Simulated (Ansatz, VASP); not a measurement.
## One calculation of Si, two programs

```
Si
1.0
     0.00000    5.43000    5.43000
     5.43000    0.00000    5.43000
     5.43000    5.43000    0.00000
Si
17
Cartesian
  0.0052 -0.0047 -0.0052
  1.3247 1.3579 1.3556
  2.6928 2.7381 -0.0259
  4.0734 4.1053 1.3566
  2.6954 -0.0217 2.7346
  4.0744 1.3579 4.1053
  5.4559 2.7381 2.7372
  6.7924 4.0725 4.0676
  0.0059 2.7193 2.7183
  1.3578 4.0720 4.0722
  2.7110 5.4239 2.7190
  4.0744 6.7859 4.0369
  2.7117 2.7193 5.4241
  4.0753 4.0386 6.7847
  5.4578 5.4039 5.4022
  6.8231 6.7860 6.7856
  4.0772 6.7876 6.7828
```

Alike in both runs: functional PBE; k mesh 2 × 2 × 2; occupations fermi-dirac, width 0.05 eV; no spin polarisation.

Ansatz relaxed the structure, and its values are those at the end. VASP's run is a single point on that final structure, the one shown.

```csv
,VASP,Ansatz
version,VASP 6.6.1,Ansatz 0.2.0
potentials or method,"VASP PAW PBE potentials, release 64 (Si), cutoff 520 eV","scalar-relativistic, plane waves, PAW"
valence electrons in the cell,68,68
```

```tsv
	VASP	Ansatz	Ansatz less VASP
rms of the force components (eV/Å)	0.010	0.010	0.0000
```

Ansatz's warnings: near symmetry operation missed by atoms.

The k mesh is coarse, so the values compare programs but aren't converged.
